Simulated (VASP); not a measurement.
# Al2O3 (P-3m1) in VASP: further runs, part 2 of 2

VASP 6.6.1.

### 3 Single point, LDA

This run uses another cell than the first one, of the same volume but with other edges.

INCAR

```
PREC     = Accurate       # precision mode
ENCUT    = 520            # plane-wave cutoff, eV
EDIFF    = 1E-7           # SCF threshold, eV
ISMEAR   = 0              # smearing method
SIGMA    = 0.05           # smearing width, eV
LREAL    = False          # projectors in reciprocal space
LASPH    = True           # aspherical terms in the spheres
NELM     = 60             # most SCF steps
ALGO     = Normal         # electronic algorithm
ISIF     = 2              # what is computed and relaxed
LWAVE    = False          # write WAVECAR
LCHARG   = False          # write CHGCAR
NBANDS   = 20             # bands
```

KPOINTS

```
regular mesh
0
Gamma
  12 12 4
```

POSCAR

```
Al2O3
1.0
    2.7647995427      0.0000000000      0.0000000000
   -1.3823997714      2.3943866404      0.0000000000
    0.0000000000      0.0000000000      9.0224399991
Al O
2 3
Direct
    0.0000000000      0.0000000000      0.2779510000
    0.0000000000      0.0000000000      0.7220490000
    0.3333333333      0.6666666667      0.1994540000
    0.6666666667      0.3333333333      0.8005460000
    0.0000000000      0.0000000000      0.5000000000
```

Potentials or basis: VASP PAW LDA potentials, release 64 (Al, O).

The run is started by

```bash
$ cat potpaw_LDA.64/Al/POTCAR potpaw_LDA.64/O/POTCAR > POTCAR
$ mpirun -np 1 vasp_std > vasp.out
```

OUTCAR:

```text
PREC = Accurate
   ENCUT = 520
   EDIFF = 1E-7
   ISMEAR = 0
   LREAL = False
   LASPH = True
   NELM = 60
   ISIF = 2

 ion  position               nearest neighbor table
   1  0.000  0.000  0.278-   3 1.75   3 1.75   3 1.75   5 2.00
   2  0.000  0.000  0.722-   4 1.75   4 1.75   4 1.75   5 2.00
   3  0.333  0.667  0.199-   1 1.75   1 1.75   1 1.75
   4  0.667  0.333  0.801-   2 1.75   2 1.75   2 1.75
   5  0.000  0.000  0.500-   1 2.00   2 2.00

  LATTYP: Found a hexagonal cell.
 ALAT       =     2.7647995427
 C/A-ratio  =     3.2633251922

  Lattice vectors:

 A1 = (   2.7647995427,   0.0000000000,   0.0000000000)
 A2 = (  -1.3823997714,   2.3943866404,   0.0000000000)
 A3 = (   0.0000000000,   0.0000000000,   9.0224399991)

Analysis of symmetry for initial positions (statically):
=====================================================================
 Subroutine PRICEL returns:
 Original cell was already a primitive cell.

 Routine SETGRP: Setting up the symmetry group for a
 hexagonal supercell.

 Subroutine GETGRP returns: Found 12 space group operations
 (whereof 12 operations were pure point group operations)
 out of a pool of 24 trial point group operations.

The static configuration has the point symmetry D_3d.

Analysis of symmetry for dynamics (positions and initial velocities):
=====================================================================
 Subroutine PRICEL returns:
 Original cell was already a primitive cell.

 Routine SETGRP: Setting up the symmetry group for a
 hexagonal supercell.

 Subroutine GETGRP returns: Found 12 space group operations
 (whereof 12 operations were pure point group operations)
 out of a pool of 24 trial point group operations.

[... 116 lines left out ...]
   PSTRESS=    0.0 pullay stress
   NELECT =      24.0000    total number of electrons
   NUPDOWN=      -1.0000    fix difference up-down
   EMIN   =  10.00;   EMAX   =-10.00  energy-range for DOS
   EFERMI =   0.00;   METHOD = LEGACY
   ISMEAR =     0;   SIGMA  =   0.05  broadening in eV -4-tet -1-fermi 0-gaus
   EFERMI_NEDOS =   21; number of points for ismear=-14 and -15
   IALGO  =     38    algorithm
   IMIX   =      4    mixing-type and parameters
     AMIX     =   0.40;   BMIX     =  1.00
     AMIX_MAG =   1.60;   BMIX_MAG =  1.00
  volume/ion in A,a.u.               =      11.95        80.61
  Fermi-wavevector in a.u.,A,eV,Ry     =   1.208049  2.282882 19.856107  1.459383
  Thomas-Fermi vector in A             =   2.343669
   LORBIT       =      0    0 simple, 1 ext, 2 COOP (PROOUT), +10 PAW based schemes
   GGA     = CA    functional components
   LHFCALC =     F    Hartree Fock is set to
   AEXX    =    0.0000 exact exchange contribution
   IVDW    =     0    specifies the selected vdW correction
   LEPSILON=     F    determine dielectric tensor
   LRPA    =     F    only Hartree local field effects (RPA)
 non-spin polarized calculation
 Gauss-broadening in eV      SIGMA  =   0.05
  energy-cutoff  :      520.00
  volume of cell :       59.73
 maximum number of plane-waves:      1621
 NGX is ok and might be reduce to    24

 number of electron      24.0000013 magnetization

 Free energy of the ion-electron system (eV)
  ---------------------------------------------------
  ext. energy  EPLUGINS =         0.00000000
  ---------------------------------------------------
  free energy    TOTEN  =       -36.55664005 eV

  energy without entropy =      -36.55597091  energy(sigma->0) =      -36.55630548

 E-fermi :   5.9179     XC(G=0): -10.1349

 val. band max:        5.9088707255   @ k =   0.0000   0.0000   0.5000
 cond. band min:       5.9887901783   @ k =   0.0833  -0.0000   0.0000
 fundamental gap:      0.0799194529
 Fermi energy:         5.9179254358

 k-point     1 :       0.0000    0.0000    0.0000
  band No.  band energies     occupation
      1     -17.4235      2.00000
      2     -17.3920      2.00000
      3     -11.6168      2.00000
      4      -3.2162      2.00000
      5      -2.6323      2.00000
      6      -0.7188      2.00000
[... 541 lines left out ...]
     19      15.2452      0.00000
     20      17.5375      0.00000

 [... further k-points ...]
[... 5 lines left out ...]
  --------------------------------------------------------------------------------------
  -------------------------------------------------------------------------------------
  Total       11.0890368     11.0890368    -20.2415629     -0.0000000      0.0000000     -0.0000000
  in kB      297.4558231    297.4558231   -542.9660704     -0.0000000      0.0000000     -0.0000000
  external PRESSURE =      17.3151919 kB  Pullay stress =       0.0000000 kB

 VOLUME and BASIS-vectors are now :
 -----------------------------------------------------------------------------
  energy-cutoff  :      520.00
  volume of cell :       59.73
      direct lattice vectors                 reciprocal lattice vectors
     2.764799543  0.000000000  0.000000000     0.361689875  0.208821746  0.000000000
    -1.382399771  2.394386640  0.000000000     0.000000000  0.417643493  0.000000000
     0.000000000  0.000000000  9.022439999     0.000000000  0.000000000  0.110834763

 POSITION                                       TOTAL-FORCE (eV/Angst)
 -----------------------------------------------------------------------------------
      0.00000      0.00000      2.50780         0.000000      0.000000      4.656575
      0.00000      0.00000      6.51464         0.000000      0.000000     -4.656575
     -0.00000      1.59626      1.79956        -0.000000      0.000000      0.234358
      1.38240      0.79813      7.22288         0.000000      0.000000     -0.234358
      0.00000      0.00000      4.51122        -0.000000      0.000000      0.000000
 -----------------------------------------------------------------------------------
    total drift:                                0.000000      0.000000     -0.000000

  FREE ENERGIE OF THE ION-ELECTRON SYSTEM (eV)
  ---------------------------------------------------
  free  energy   TOTEN  =       -36.5566400500 eV

  energy  without entropy=      -36.5559709096  energy(sigma->0) =      -36.55630548
```

OSZICAR:

```text
N       E                     dE             d eps       ncg     rms          rms(c)
DAV:   1     0.101797349050E+03    0.10180E+03   -0.12530E+04  2768   0.109E+03
DAV:   2    -0.348865064608E+02   -0.13668E+03   -0.13229E+03  3328   0.240E+02
DAV:   3    -0.420405826193E+02   -0.71541E+01   -0.71254E+01  3496   0.571E+01
DAV:   4    -0.420996629887E+02   -0.59080E-01   -0.59062E-01  3512   0.575E+00
DAV:   5    -0.421002814985E+02   -0.61851E-03   -0.61850E-03  3472   0.560E-01    0.135E+01
DAV:   6    -0.369583125743E+02    0.51420E+01   -0.21635E+01  3028   0.276E+01    0.588E+00
DAV:   7    -0.367265788712E+02    0.23173E+00   -0.10411E+00  3244   0.576E+00    0.260E+00
DAV:   8    -0.366031676469E+02    0.12341E+00   -0.39810E-01  3744   0.266E+00    0.146E+00
DAV:   9    -0.365614573255E+02    0.41710E-01   -0.11968E-01  3284   0.200E+00    0.389E-01
DAV:  10    -0.365566176962E+02    0.48396E-02   -0.19925E-02  3780   0.627E-01    0.178E-01
DAV:  11    -0.365566522818E+02   -0.34586E-04   -0.14740E-03  3472   0.240E-01    0.376E-02
DAV:  12    -0.365566334130E+02    0.18869E-04   -0.22832E-04  3704   0.679E-02    0.242E-02
DAV:  13    -0.365566408517E+02   -0.74387E-05   -0.38697E-05  3232   0.425E-02    0.872E-03
DAV:  14    -0.365566399707E+02    0.88100E-06   -0.36284E-06  3692   0.134E-02    0.255E-03
DAV:  15    -0.365566400500E+02   -0.79320E-07   -0.65468E-07  3396   0.500E-03
   1 F= -.36556640E+02 E0= -.36556305E+02  d E =-.669140E-03
```

Run time: 51 s. Hardware: 1 thread of AMD EPYC 9R45 (Zen 5), shared host; peak memory 0.16 GiB.

Results:

| Item | Value |
| --- | --- |
| Free energy | -36.5566 eV |
| Pressure | 1.7 GPa |
| Largest force | 4.657 eV/Å |
| Band gap on the k mesh | zero (filled and empty bands touch) |

Forces in eV/Å, atoms in the order of the input:
```
Al   0.000  0.000  4.657
Al   0.000  0.000 -4.657
O    0.000  0.000  0.234
O    0.000  0.000 -0.234
O    0.000  0.000  0.000
```

Caveat: forces of over 1 eV/Å act on the atoms, so gaps and moduli don't describe the material at rest.

### 4 Single point, LDA

INCAR

```
SYSTEM = Al2O3
PREC = Accurate
ENCUT = 910
EDIFF = 1E-6
ISMEAR = 0
SIGMA = 0.05
LREAL = .False.
LASPH = .True.
NELM = 120
ALGO = Normal
ISIF = 2
LWAVE = .False.
LCHARG = .False.
NBANDS = 20
GGA_COMPAT = .False.
```

KPOINTS

```
Automatic mesh
0
Gamma
  12 12 4
  0 0 0
```

POSCAR, as its differences from that of step 3:

```diff
@@ -2,5 +2,5 @@
 1.0
-    2.7647995427      0.0000000000      0.0000000000
-   -1.3823997714      2.3943866404      0.0000000000
-    0.0000000000      0.0000000000      9.0224399991
+    3.2504845347      0.0000000000      0.0000000000
+   -1.6252422673      2.8150021817      0.0000000000
+    0.0000000000      0.0000000000      6.5276234270
 Al O
```

Potentials or basis: VASP PAW LDA potentials, release 64 (Al, O_h).

The run is started by

```bash
$ cat potpaw_LDA.64/Al/POTCAR potpaw_LDA.64/O_h/POTCAR > POTCAR
$ mpirun -np 1 vasp_std > vasp.out
```

OUTCAR:

```text
SYSTEM = Al2O3
   PREC = Accurate
   ENCUT = 910
   EDIFF = 1E-6
   ISMEAR = 0
   LREAL = .False.
   LASPH = .True.
   NELM = 120
   ISIF = 2

 ion  position               nearest neighbor table
   1  0.000  0.000  0.278-   5 1.45   3 1.95   3 1.95   3 1.95   2 2.90
   2  0.000  0.000  0.722-   5 1.45   4 1.95   4 1.95   4 1.95   1 2.90
   3  0.333  0.667  0.199-   1 1.95   1 1.95   1 1.95
   4  0.667  0.333  0.801-   2 1.95   2 1.95   2 1.95
[... 750 lines left out ...]

 [... further k-points ...]
[... 5 lines left out ...]
  --------------------------------------------------------------------------------------
  -------------------------------------------------------------------------------------
  Total      -11.2426395    -11.2426395     37.5282567     -0.0000000     -0.0000000     -0.0000000
  in kB     -301.5761092   -301.5761092   1006.6698011     -0.0000000     -0.0000000     -0.0000000
  external PRESSURE =     134.5058609 kB  Pullay stress =       0.0000000 kB

 VOLUME and BASIS-vectors are now :
 -----------------------------------------------------------------------------
  energy-cutoff  :      910.00
  volume of cell :       59.73
      direct lattice vectors                 reciprocal lattice vectors
     3.250484535  0.000000000  0.000000000     0.307646441  0.177619756  0.000000000
    -1.625242267  2.815002182  0.000000000     0.000000000  0.355239512  0.000000000
     0.000000000  0.000000000  6.527623427     0.000000000  0.000000000  0.153195112

 POSITION                                       TOTAL-FORCE (eV/Angst)
 -----------------------------------------------------------------------------------
      0.00000      0.00000      1.81436        -0.000000      0.000000    -13.071897
      0.00000      0.00000      4.71326         0.000000     -0.000000     13.071897
     -0.00000      1.87667      1.30196        -0.000000      0.000000      0.211855
      1.62524      0.93833      5.22566         0.000000      0.000000     -0.211855
      0.00000      0.00000      3.26381        -0.000000      0.000000      0.000000
 -----------------------------------------------------------------------------------
    total drift:                                0.000000     -0.000000      0.000000

  FREE ENERGIE OF THE ION-ELECTRON SYSTEM (eV)
  ---------------------------------------------------
  free  energy   TOTEN  =       -36.3612246605 eV

  energy  without entropy=      -36.3612246605  energy(sigma->0) =      -36.36122466
```

OSZICAR:

```text
N       E                     dE             d eps       ncg     rms          rms(c)
DAV:   1     0.193671317377E+03    0.19367E+03   -0.16344E+04  2760   0.170E+03
DAV:   2    -0.176902174834E+02   -0.21136E+03   -0.20122E+03  3808   0.293E+02
DAV:   3    -0.432332957106E+02   -0.25543E+02   -0.25354E+02  3320   0.111E+02
DAV:   4    -0.436392345452E+02   -0.40594E+00   -0.40527E+00  3624   0.151E+01
DAV:   5    -0.436437687731E+02   -0.45342E-02   -0.45332E-02  3376   0.158E+00    0.160E+01
DAV:   6    -0.367496112830E+02    0.68942E+01   -0.21254E+01  3452   0.310E+01    0.749E+00
DAV:   7    -0.364935607750E+02    0.25605E+00   -0.86064E-01  3356   0.724E+00    0.281E+00
DAV:   8    -0.363977323481E+02    0.95828E-01   -0.11664E-01  3708   0.292E+00    0.152E+00
DAV:   9    -0.363622444494E+02    0.35488E-01   -0.51471E-02  3556   0.202E+00    0.291E-01
DAV:  10    -0.363612256463E+02    0.10188E-02   -0.45174E-03  3612   0.607E-01    0.202E-01
DAV:  11    -0.363612769370E+02   -0.51291E-04   -0.27908E-03  3696   0.454E-01    0.785E-02
DAV:  12    -0.363612268796E+02    0.50057E-04   -0.37332E-04  3164   0.154E-01    0.407E-02
DAV:  13    -0.363612245786E+02    0.23010E-05   -0.10324E-04  3248   0.711E-02    0.363E-03
DAV:  14    -0.363612246605E+02   -0.81983E-07   -0.15858E-06  2588   0.866E-03
   1 F= -.36361225E+02 E0= -.36361225E+02  d E =-.351767E-16
```

stdout:

```text
POSCAR found type information on POSCAR AlO
 POSCAR found :  2 types and       5 ions
 scaLAPACK will be used
 LDA part: xc-table for (Slater(with rela. corr.)+CA(PZ))
 , standard interpolation
 POSCAR, INCAR and KPOINTS ok, starting setup
 FFT: planning ... GRIDC
 FFT: planning ... GRID_SOFT
 FFT: planning ... GRID
 WAVECAR not read
 entering main loop
```

It took 48 s on 1 thread of Intel Xeon 6975P-C (Granite Rapids), shared host; peak memory 0.29 GiB.

What came out:

| Property | Result |
| --- | --- |
| Free energy | -36.3612 eV |
| Pressure | 13.5 GPa |
| Largest force | 13.072 eV/Å |
| Band gap on the k mesh | 2.82 eV, indirect (least direct gap 3.10 eV) |

Forces on the atoms (eV/Å):
```
Al    0.000   0.000 -13.072
Al    0.000   0.000  13.072
O     0.000   0.000   0.212
O     0.000   0.000  -0.212
O     0.000   0.000   0.000
```

Levels at points of the mesh, in eV from the valence-band top:
```tsv
k point	band 10	band 11	band 12	band 13	band 14	band 15
(0.00, 0.00, 0.00)	-1.08	-1.08	-0.27	2.82	5.09	8.23
(0.50, 0.00, 0.00)	-1.15	-0.82	-0.24	5.27	7.33	8.27
(0.00, 0.00, 0.50)	-1.11	-1.11	-1.02	3.64	4.44	8.88
(0.50, 0.00, 0.50)	-1.21	-1.05	-0.01	5.89	6.39	8.98
```

Caveat: the cutoff is under 1.25 times the usual one of these potentials, so pressure, stress and relaxed cells hold a basis-set (Pulay) error; forces of over 1 eV/Å act on the atoms, so gaps and moduli don't describe the material at rest.

### 5 Single point, LDA

This run uses another cell than the first one, of the same volume but with other edges.

INCAR

```
SYSTEM = Al2O3
  PREC = Accurate
  ENCUT = 910
  EDIFF = 1E-6
  ISMEAR = 0
  SIGMA = 0.05
  LREAL = .False.
  LASPH = .True.
  NELM = 120
  ALGO = Normal
  ISIF = 2
  LWAVE = .False.
  LCHARG = .False.
  GGA = CA
  NBANDS = 20
  GGA_COMPAT = .False.
```

KPOINTS is that of step 4.

POSCAR, as its differences from that of step 4:

```diff
@@ -2,5 +2,5 @@
 1.0
-    3.2504845347      0.0000000000      0.0000000000
-   -1.6252422673      2.8150021817      0.0000000000
-    0.0000000000      0.0000000000      6.5276234270
+    3.1854573241      0.0000000000      0.0000000000
+   -1.5927286620      2.7586869653      0.0000000000
+    0.0000000000      0.0000000000      6.7968505109
 Al O
```

The run is started by

```bash
$ cat potpaw_LDA.64/Al/POTCAR potpaw_LDA.64/O_h/POTCAR > POTCAR
$ mpirun -np 1 vasp_std > vasp.out
```

Run time: 1.8 min. Hardware: 1 thread of Intel Xeon Platinum 8259CL at 2.50GHz (Skylake/Cascade Lake), shared host; peak memory 0.3 GiB.

It converged, with:

- Free energy: -38.0123 eV
- Pressure: 4.3 GPa
- Largest force: 8.213 eV/Å
- Band gap on the k mesh: 3.19 eV, indirect (least direct gap 3.55 eV)

Forces on the atoms (eV/Å):
```
Al   0.000  0.000 -8.213
Al   0.000  0.000  8.213
O    0.000  0.000  0.274
O    0.000  0.000 -0.274
O    0.000  0.000  0.000
```

Stress tensor (GPa, compression positive):
```
-25.40   0.00   0.00
  0.00 -25.40   0.00
  0.00   0.00  63.80
```

Levels at points of the mesh, in eV from the valence-band top:
```csv
k point,band 9,band 10,band 11,band 12,band 13,band 14,band 15,band 16
"(0.00, 0.00, 0.00)",-1.89,-0.42,-0.42,-0.37,3.19,5.31,8.48,12.18
"(0.50, 0.00, 0.00)",-2.32,-0.93,-0.61,-0.21,5.62,7.51,8.66,10.53
"(0.00, 0.00, 0.50)",-1.73,-1.17,-0.42,-0.42,4.00,4.61,9.09,10.40
"(0.50, 0.00, 0.50)",-2.49,-1.28,-0.57,-0.02,6.34,6.50,9.28,9.38
```

Caveat: the cutoff is under 1.25 times the usual one of these potentials, so pressure, stress and relaxed cells hold a basis-set (Pulay) error; forces of over 1 eV/Å act on the atoms, so gaps and moduli don't describe the material at rest. A k mesh can miss the band edges.

### 6 Overview

| potentials or basis | cell | cutoff (eV) | second run | gap on the mesh (eV) | pressure (GPa) | largest force (eV/Å) |
| --- | --- | --- | --- | --- | --- | --- |
| VASP PAW LDA potentials, release 64 (Al, O) | a = 3.250, b = 3.250, c = 6.528 Å, angles 90.0, 90.0, 120.0°, 5 atoms | 520 | - | 2.82 | 13.7 | 13.06 |
| VASP PAW LDA potentials, release 64 (Al, O) | a = 2.765, b = 2.765, c = 9.022 Å, angles 90.0, 90.0, 120.0°, 5 atoms | 520 | - | none | 1.7 | 4.66 |
| VASP PAW LDA potentials, release 64 (Al, O_h) | a = 3.250, b = 3.250, c = 6.528 Å, angles 90.0, 90.0, 120.0°, 5 atoms | 910 | hard_potentials | 2.82 | 13.5 | 13.07 |
| VASP PAW LDA potentials, release 64 (Al, O_h) | a = 3.185, b = 3.185, c = 6.797 Å, angles 90.0, 90.0, 120.0°, 5 atoms | 910 | hard_potentials | 3.19 | 4.3 | 8.21 |

Alike in all rows: task single point; level LDA; no spin polarisation; k mesh 12 × 12 × 4; smearing gaussian 0.05 eV.

Caveats: forces of over 1 eV/Å act on the atoms, so gaps and moduli don't describe the material at rest; the cutoff is under 1.25 times the usual one of these potentials, so pressure, stress and relaxed cells hold a basis-set (Pulay) error (some runs).

Total energies depend on the potentials used, so only differences within one code and one set of settings carry meaning.
